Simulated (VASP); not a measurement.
C6O: relaxation of the atoms with PBE+D3(BJ)

System: C6O, a slab with vacuum.

```
CELL_PARAMETERS angstrom
2.46498 0.00000 0.00000
-1.23249 2.13474 0.00000
0.00000 0.00000 25.73843
ATOMIC_POSITIONS crystal
C 0.00000 0.00000 0.33025
C 0.33333 0.66667 0.33025
C 0.00000 0.00000 0.46115
C 0.66667 0.33333 0.46115
C 0.00000 0.00000 0.59205
C 0.33333 0.66667 0.59205
O 0.00000 0.00000 0.64722
```

```json
{"Program": "VASP 6.6.1", "Task": "relaxation of the atoms", "Functional": "PBE", "Dispersion": "D3(BJ)", "Potentials or basis": "VASP PAW PBE potentials, release 64 (C, O)", "Cutoff": "520 eV", "k mesh": "12 × 12 × 1", "Occupations": "gaussian, width 0.1 eV", "Spin": "no spin polarisation", "Dipole correction": "yes", "Atoms held fixed (from 0)": "[0, 1, 2, 3, 4, 5]", "Further INCAR settings": "ALGO = Normal; EDIFF = 1e-07; IBRION = 2; EDIFFG = -0.02; NSW = 45", "Atoms held along some axes (from 0)": "atom 6 along a and b"}
```

| Item | Value |
| --- | --- |
| Energy gained by relaxing | 15.2 meV/atom |
| Ionic steps | 3 |
| Band gap on the k mesh | zero (bands 15 and 16 overlap by 0.20 eV) |
| Dispersion energy per atom | -0.124 eV |

Step by step:
| step | energy change (eV) | largest force on free atoms (eV/Å) | pressure (GPa) |
| --- | --- | --- | --- |
| 1 | 0.0000 | 2.5935 | 6.88 |
| 2 | -0.0972 | 0.5078 | 4.55 |
| 3 | -0.1062 | 0.0022 | 5.08 |

Final structure:
```cif
data_structure
_symmetry_space_group_name_H-M 'P 1'
_symmetry_Int_Tables_number 1
_cell_length_a 2.4650
_cell_length_b 2.4650
_cell_length_c 25.7384
_cell_angle_alpha 90.000
_cell_angle_beta 90.000
_cell_angle_gamma 120.000
_cell_volume 135.44
loop_
_atom_site_label
_atom_site_type_symbol
_atom_site_fract_x
_atom_site_fract_y
_atom_site_fract_z
_atom_site_occupancy
C1 C 0.00000 0.00000 0.33025 1
C2 C 0.33333 0.66667 0.33025 1
C3 C 0.00000 0.00000 0.46115 1
C4 C 0.66667 0.33333 0.46115 1
C5 C 0.00000 0.00000 0.59205 1
C6 C 0.33333 0.66667 0.59205 1
O1 O 0.00000 0.00000 0.65080 1
```

Levels at points of the mesh, in eV from the Fermi level:
| k point | band 11 | band 12 | band 13 | band 14 | band 15 | band 16 | band 17 | band 18 | band 19 |
| --- | --- | --- | --- | --- | --- | --- | --- | --- | --- |
| (0.00, 0.00, 0.00) | -3.67 | -3.14 | -3.14 | -0.85 | 0.08 | 0.08 | 3.45 | 4.72 | 5.25 |
| (0.50, 0.00, 0.00) | -6.18 | -5.13 | -3.11 | -2.46 | -0.80 | 0.02 | 1.09 | 1.63 | 3.82 |

It took 4.4 min on 1 thread of Intel(R) Xeon(R) Platinum 8375C CPU @ 2.90GHz (Ice Lake), with other jobs on the host, peak memory 0.25 GiB.
